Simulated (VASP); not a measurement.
Set up this calculation in VASP 6.6.1, as the native input.

| Property | Result |
| --- | --- |
| Task | single point |
| Functional | r2SCAN |
| Potentials or basis | VASP PAW PBE potentials, release 64 (Zn, S) |
| Cutoff | 520 eV |
| k mesh | 6 × 6 × 4 |
| Occupations | gaussian, width 0.05 eV |
| Spin | no spin polarisation |
| Dipole correction | no |
| Further INCAR settings | ALGO = Normal; EDIFF = 1e-06; NBANDS = 26 |

The system is ZnS.

```
CELL_PARAMETERS angstrom
0.00000 -2.70465 -2.70465
0.00000 2.70465 -2.70465
5.40930 0.00000 0.00000
ATOMIC_POSITIONS crystal
Zn 0.50980 0.50000 0.50000
Zn 0.99020 0.00000 0.00000
S 0.00597 0.50000 0.25000
S 0.49403 0.00000 0.75000
```

This cell differs from its parent crystal: mode 4 (93.6 1/cm) frozen in, largest displacement +0.037 Å.

The input as run:

POSCAR

```
ZnS
1.0
    0.0000000000     -2.7046500000     -2.7046500000
    0.0000000000      2.7046500000     -2.7046500000
    5.4093000000      0.0000000000      0.0000000000
Zn S
2 2
Direct
    0.5098040428      0.5000000000      0.5000000000
   -0.0098040428      0.0000000000      0.0000000000
    0.0059665491      0.5000000000      0.2500000000
    0.4940334509      0.0000000000      0.7500000000
```

INCAR.step1

```
SYSTEM = ZnS
  PREC = Accurate
  ENCUT = 520
  ISMEAR = 0
  SIGMA = 0.05
  LREAL = .FALSE.
  LASPH = .TRUE.
  NELM = 100
  NBANDS = 26
  GGA = PE
  ALGO = Normal
  EDIFF = 1E-4
  LWAVE = .TRUE.
  LCHARG = .FALSE.
```

INCAR.step2

```
SYSTEM = ZnS
  PREC = Accurate
  ENCUT = 520
  EDIFF = 1E-6
  ISMEAR = 0
  SIGMA = 0.05
  LREAL = .FALSE.
  LASPH = .TRUE.
  NELM = 100
  ALGO = Normal
  ISIF = 2
  LWAVE = .FALSE.
  LCHARG = .FALSE.
  METAGGA = R2SCAN
  LMIXTAU = .TRUE.
  NBANDS = 26
  ISTART = 1
```

KPOINTS

```
Automatic mesh
0
G
  6 6 4
  0 0 0
```

Potentials or basis: VASP PAW PBE potentials, release 64 (Zn, S).

Launch:

```console
$ cat potpaw_PBE.64/Zn/POTCAR potpaw_PBE.64/S/POTCAR > POTCAR
$ cp INCAR.step1 INCAR
$ mpirun -np 1 vasp_std > vasp.out
$ cp INCAR.step2 INCAR
$ mpirun -np 1 vasp_std > vasp.out
```

It gave:

| Property | Result |
| --- | --- |
| Pressure | -0.8 GPa |
| Largest force | 0.081 eV/Å |
| Band gap on the k mesh | 2.66 eV |

Caveat: the cell differs from its parent crystal (mode 4 (93.6 1/cm) frozen in, largest displacement +0.037 Å); the PAW data sets were made with another functional, which shifts forces and pressure a little.

Run time: 5.1 min on 1 thread of Intel(R) Xeon(R) Platinum 8375C CPU @ 2.90GHz (Ice Lake), on a shared host, peak memory 0.24 GiB.
